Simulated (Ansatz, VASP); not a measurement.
**One calculation of Ta3N, two programs**

File POSCAR:

```
Ta3N
1.0
    3.0721262478      0.0000000000      0.0000000000
   -1.5360631240      2.6605393743      0.0000000000
    0.0000000000      0.0000000000      7.6231501572
Ta N
3 1
Direct
    0.6666666667      0.3333333333      0.8260700000
    0.3333333333      0.6666666667      0.1739300000
    0.0000000000      0.0000000000      0.5000000000
    0.0000000000      0.0000000000      0.0000000000
```

Contents of INCAR.step1:

```
SYSTEM = Ta3N
ALGO = Normal
EDIFF = 1E-5
ENCUT = 660
GGA = PE
GGA_COMPAT = .False.
ISMEAR = -1
LASPH = .True.
LCHARG = .False.
LREAL = .False.
LWAVE = .True.
NBANDS = 30
NELM = 120
PREC = Accurate
SIGMA = 0.05
```

The input INCAR.step2:

```
SYSTEM = Ta3N
ALGO = Normal
EDIFF = 1E-6
ENCUT = 660
GGA_COMPAT = .False.
ISIF = 2
ISMEAR = -1
ISTART = 1
LASPH = .True.
LCHARG = .False.
LMIXTAU = .True.
LREAL = .False.
LWAVE = .False.
METAGGA = R2SCAN
NBANDS = 30
NELM = 120
PREC = Accurate
SIGMA = 0.05
```

The input KPOINTS:

```
k-points
0
Gamma
  10 10 4
  0 0 0
```

Contents of input.yaml:

```yaml
crystal:
  lattice:
    - [3.0721262478, 0.0, 0.0]
    - [-1.536063124, 2.6605393743, 0.0]
    - [0.0, 0.0, 7.6231501572]
  atoms:
    - { symbol: Ta, position: [0.6666666667, 0.3333333333, 0.82607] }
    - { symbol: Ta, position: [0.3333333333, 0.6666666667, 0.17393] }
    - { symbol: Ta, position: [0.0, 0.0, 0.5] }
    - { symbol: "N", position: [0.0, 0.0, 0.0] }
hamiltonian:
  xc: r2scan
  pseudopotentials: { kind: paw }
kpoints:
  mp_grid: { grid: [10, 10, 4] }
scf:
  occupations: { method: fermi_dirac, width: 0.05 }
output:
  forces: true
  stress: true
  eigenvalues: true
```

Alike in both runs: task single point; functional r2SCAN; k mesh 10 × 10 × 4; occupations fermi-dirac, width 0.05 eV; no spin polarisation.

|  | VASP | Ansatz |
| --- | --- | --- |
| version | VASP 6.6.1 | Ansatz 0.2.0 |
| potentials or method | VASP PAW PBE potentials, release 64 (Ta_sv_GW, N) | Ansatz PAW |
| plane-wave cutoff (eV) | 660 | 500 |
| valence electrons in the cell | 44 | 44 |

VASP gave:

- gap on the k mesh at the Fermi level (eV): none
- pressure (GPa): -13.2
- traceless stress, the component that is largest in VASP (GPa): 1.27
- rms of the force components (eV/Å): 0.102

**Question.** What did Ansatz give for the same quantities?

**Answer.** gap on the k mesh at the Fermi level (eV): none; pressure (GPa): -12.9; traceless stress, the component that is largest in VASP (GPa): 1.29; rms of the force components (eV/Å): 0.117.

VASP's potentials were made for PBE, not for r2SCAN. Atom by atom the forces differ by 0.015 eV/Å (rms over components). A gap of «none» marks a metal or a gap that the smearing closes. The functional is the same, so the differences come from potentials, cutoffs and numerics.

Neither program's run includes spin-orbit coupling.
